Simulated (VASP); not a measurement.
# LiF (Fm-3m) in VASP: notebook, part 2 of 2

VASP 6.6.1.

**5. Relaxation of cell and atoms, PBEsol**

INCAR

```
SYSTEM = LiF
PREC = Accurate
ENCUT = 600
EDIFF = 1E-7
ISMEAR = -1
SIGMA = 0.02
LREAL = .False.
LASPH = .True.
NELM = 100
ALGO = Normal
ISIF = 3
LWAVE = .False.
LCHARG = .False.
GGA = PS
IBRION = 2
NSW = 80
EDIFFG = -0.005
```

KPOINTS

```
regular mesh
0
Gamma
  10 10 10
  0 0 0
```

POSCAR

```
LiF
1.0
    0.0000000000      2.0335339324      2.0335339324
    2.0335339324      0.0000000000      2.0335339324
    2.0335339324      2.0335339324      0.0000000000
Li F
1 1
Direct
    0.0000000000      0.0000000000      0.0000000000
    0.5000000000      0.5000000000      0.5000000000
```

Potentials or basis: VASP PAW PBE potentials, release 64 (Li_sv, F).

Started as:

```console
$ cat potpaw_PBE.64/Li_sv/POTCAR potpaw_PBE.64/F/POTCAR > POTCAR
$ mpirun -np 1 vasp_std > vasp.out
```

OUTCAR:

```text
SYSTEM = LiF
   PREC = Accurate
   ENCUT = 600
   EDIFF = 1E-7
   ISMEAR = -1
   LREAL = .False.
   LASPH = .True.
   NELM = 100
   ISIF = 3
   GGA = PS
   IBRION = 2
   NSW = 80
   EDIFFG = -0.005

 ion  position               nearest neighbor table
   1  0.000  0.000  0.000-   2 2.03   2 2.03   2 2.03   2 2.03   2 2.03   2 2.03
   2  0.500  0.500  0.500-   1 2.03   1 2.03   1 2.03   1 2.03   1 2.03   1 2.03

  LATTYP: Found a face centered cubic cell.
 ALAT       =     4.0670678648

  Lattice vectors:

 A1 = (   0.0000000000,   2.0335339324,   2.0335339324)
 A2 = (   2.0335339324,   0.0000000000,   2.0335339324)
 A3 = (   2.0335339324,   2.0335339324,   0.0000000000)

Analysis of symmetry for initial positions (statically):
=====================================================================
 Subroutine PRICEL returns:
 Original cell was already a primitive cell.

 Routine SETGRP: Setting up the symmetry group for a
 face centered cubic supercell.

 Subroutine GETGRP returns: Found 48 space group operations
 (whereof 48 operations were pure point group operations)
 out of a pool of 48 trial point group operations.

The static configuration has the point symmetry O_h .

Analysis of symmetry for dynamics (positions and initial velocities):
[... 231 lines left out ...]
--------------------------------------- Ionic step        3  -------------------------------------------

 number of electron       9.9999996 magnetization

 Free energy of the ion-electron system (eV)
  ---------------------------------------------------
  ext. energy  EPLUGINS =         0.00000000
  ---------------------------------------------------
  free energy    TOTEN  =        -9.85939633 eV

  energy without entropy =       -9.85939633  energy(sigma->0) =       -9.85939633

 E-fermi :  -0.4598     XC(G=0): -10.3221

 val. band max:       -0.9666310010   @ k =   0.0000   0.0000   0.0000
 cond. band min:       8.1633974805   @ k =   0.0000   0.0000   0.0000
 fundamental gap:      9.1300284815
 Fermi energy:        -0.4598121195

 k-point     1 :       0.0000    0.0000    0.0000
  band No.  band energies     occupation
      1     -41.1185      2.00000
      2     -20.8969      2.00000
      3      -0.9666      2.00000
      4      -0.9666      2.00000
      5      -0.9666      2.00000
      6       8.1634      0.00000
      7      23.1682      0.00000
      8      23.1682      0.00000
      9      23.1682      0.00000
[... 265 lines left out ...]
 k-point    24 :       0.4000    0.3000    0.0000
  band No.  band energies     occupation
      1     -41.0462      2.00000
      2     -20.3346      2.00000
      3      -3.4039      2.00000
      4      -1.8855      2.00000
      5      -1.7672      2.00000
      6      12.1675      0.00000
      7      15.7168      0.00000
      8      17.6902      0.00000
      9      19.2989      0.00000

 [... further k-points ...]

------------------------ aborting loop because EDIFF is reached ----------------------------------------

  FORCE on cell =-STRESS in cart. coord.  units (eV):
  Direction    XX          YY          ZZ          XY          YZ          ZX
  --------------------------------------------------------------------------------------
  -------------------------------------------------------------------------------------
  Total        0.0019193      0.0019193      0.0019193      0.0000000      0.0000000      0.0000000
  in kB        0.1927545      0.1927545      0.1927545      0.0000000      0.0000000      0.0000000
  external PRESSURE =       0.1927545 kB  Pullay stress =       0.0000000 kB
[... 17 lines left out ...]
  FREE ENERGIE OF THE ION-ELECTRON SYSTEM (eV)
  ---------------------------------------------------
  free  energy   TOTEN  =        -9.8593963346 eV

  energy  without entropy=       -9.8593963346  energy(sigma->0) =       -9.85939633

 reached required accuracy - stopping structural energy minimisation
```

OSZICAR:

```text
N       E                     dE             d eps       ncg     rms          rms(c)
DAV:   1     0.380105463496E+02    0.38011E+02   -0.63231E+03   846   0.127E+03
DAV:   2    -0.902944553738E+01   -0.47040E+02   -0.45963E+02   942   0.227E+02
DAV:   3    -0.102589749810E+02   -0.12295E+01   -0.12264E+01  1076   0.357E+01
DAV:   4    -0.102757396426E+02   -0.16765E-01   -0.16754E-01  1154   0.394E+00
[... 25 lines left out ...]
DAV:   5    -0.985939626159E+01   -0.32168E-05   -0.29470E-05   881   0.632E-02    0.471E-03
DAV:   6    -0.985939605309E+01    0.20849E-06   -0.21801E-06  1025   0.148E-02    0.140E-03
DAV:   7    -0.985939620282E+01   -0.14973E-06   -0.42728E-08   639   0.264E-03    0.795E-04
DAV:   8    -0.985939632777E+01   -0.12495E-06   -0.30440E-08   466   0.178E-03    0.554E-05
DAV:   9    -0.985939633463E+01   -0.68580E-08   -0.11035E-08   423   0.114E-03
   3 F= -.98593963E+01 E0= -.98593963E+01  d E =-.970797E-02
```

CONTCAR:

```text
LiF
   1.00000000000000
     0.0000000000000000    1.9980609858526810    1.9980609858526808
     1.9980609858526808    0.0000000000000000    1.9980609858526808
     1.9980609858526808    1.9980609858526810   -0.0000000000000000
  Li              F
     1     1
Direct
     0.0000000000000000    0.0000000000000000    0.0000000000000000
     0.5000000000000000    0.5000000000000000    0.5000000000000000

  0.00000000E+00  0.00000000E+00  0.00000000E+00
  0.00000000E+00  0.00000000E+00  0.00000000E+00
```

It took 11 s on 1 thread of Intel Xeon Platinum 8488C (Sapphire Rapids), shared host; peak memory 0.13 GiB.

What came out:

* Free energy: -9.8594 eV
* Relaxed volume: 7.98 Å³/atom
* Relaxed cell: a = 2.826 Å, b = 2.826 Å, c = 2.826 Å, α = 60.00°, β = 60.00°, γ = 60.00°
* Space group after relaxing (to 0.1 Å): Fm-3m (No. 225)
* Energy gained by relaxing: 4.9 meV/atom
* Ionic steps: 3
* Pressure after relaxing: 0.0 GPa
* Band gap on the k mesh: 9.13 eV

The path:
```tsv
step	energy change (eV)	largest force (eV/Å)	pressure (GPa)	volume (Å³)
1	0.0000	0.0000	-3.47	16.82
2	-0.0073	0.0000	-1.82	16.38
3	-0.0097	0.0000	0.02	15.95
```

Final structure:
```
Li F
1.0
     0.00000    1.99806    1.99806
     1.99806    0.00000    1.99806
     1.99806    1.99806    0.00000
Li F
1 1
Cartesian
  0.0000 0.0000 0.0000
  1.9981 1.9981 1.9981
```

Levels at points of the mesh, in eV from the valence-band top:
| k point | band 2 | band 3 | band 4 | band 5 | band 6 | band 7 | band 8 | band 9 |
| --- | --- | --- | --- | --- | --- | --- | --- | --- |
| (0.00, 0.00, 0.00) | -19.93 | 0.00 | 0.00 | 0.00 | 9.13 | 24.13 | 24.13 | 24.13 |
| (0.50, 0.00, 0.00) | -19.47 | -2.63 | -0.24 | -0.24 | 10.70 | 16.83 | 18.93 | 18.93 |
| (0.50, 0.50, 0.00) | -19.18 | -3.17 | -1.05 | -1.05 | 14.85 | 16.30 | 17.62 | 20.36 |

Caveat: the cutoff is under 1.25 times the usual one of these potentials, so pressure, stress and relaxed cells hold a basis-set (Pulay) error; the PAW data sets were made with another functional, which shifts forces and pressure a little. A k mesh can miss the band edges.

**6. Overview**

```tsv
task	level	cell	cutoff (eV)	gap on the mesh (eV)	pressure (GPa)	relaxed volume (Å³/atom)
single point	PBE	a = 2.876 Å, angles 60.0°, 2 atoms	520	8.83	-	-
single point	r2SCAN	a = 2.821 Å, angles 60.0°, 2 atoms	520	10.55	-	-
relaxation of cell and atoms	PBE	relaxed from a = 2.848 Å, angles 60.0°, 2 atoms	600	8.91	-0.1	8.34
relaxation of cell and atoms	PBEsol	relaxed from a = 2.876 Å, angles 60.0°, 2 atoms	600	9.13	0.0	7.98
```

Alike in all rows: potentials or basis VASP PAW PBE potentials, release 64 (Li_sv, F); no spin polarisation; k mesh 10 × 10 × 10; smearing fermi-dirac 0.02 eV.

Caveats: the cutoff is under 1.25 times the usual one of these potentials, so pressure, stress and relaxed cells hold a basis-set (Pulay) error; the PAW data sets were made with another functional, which shifts forces and pressure a little (at least some runs).

Total energies depend on the potentials used, so only differences within one code and one set of settings carry meaning.
